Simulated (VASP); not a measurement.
Here is a VASP 6.6.1 calculation.

The input INCAR:

```
PREC     = Accurate       # precision mode
ENCUT    = 520            # plane-wave cutoff, eV
EDIFF    = 1E-6           # SCF threshold, eV
ISMEAR   = 0              # smearing method
SIGMA    = 0.01           # smearing width, eV
LREAL    = F              # projectors in reciprocal space
LASPH    = T              # aspherical terms in the spheres
NELM     = 80             # most SCF steps
ALGO     = Normal         # electronic algorithm
ISIF     = 2              # what is computed and relaxed
LWAVE    = F              # write WAVECAR
LCHARG   = F              # write CHGCAR
GGA      = PS             # functional
NBANDS   = 16             # bands
```

The input KPOINTS:

```
regular mesh
0
Gamma
  6 6 6
```

File POSCAR:

```
MgO
1.0
    3.4863800000      0.0000000000      0.0000000000
   -1.7431900000      3.0192900000      0.0000000000
    0.0000000000      0.0000000000      4.1780400000
Mg O
2 2
Direct
    0.6666666667      0.3333333333      0.7500000000
    0.3333333333      0.6666666667      0.2500000000
    0.6666666667      0.3333333333      0.2500000000
    0.3333333333      0.6666666667      0.7500000000
```

Potentials or basis: VASP PAW PBE potentials, release 64 (Mg, O).

The run is started by

```bash
$ cat potpaw_PBE.64/Mg/POTCAR potpaw_PBE.64/O/POTCAR > POTCAR
$ mpirun -np 1 vasp_std > vasp.out
```

(1) Predict the pressure.

(2) What does it give for the band gap on the k mesh?

Answers

(1) 0.8 GPa.

(2) 3.31 eV, direct.

Caveat: the PAW data sets were made with another functional, which shifts forces and pressure a little.
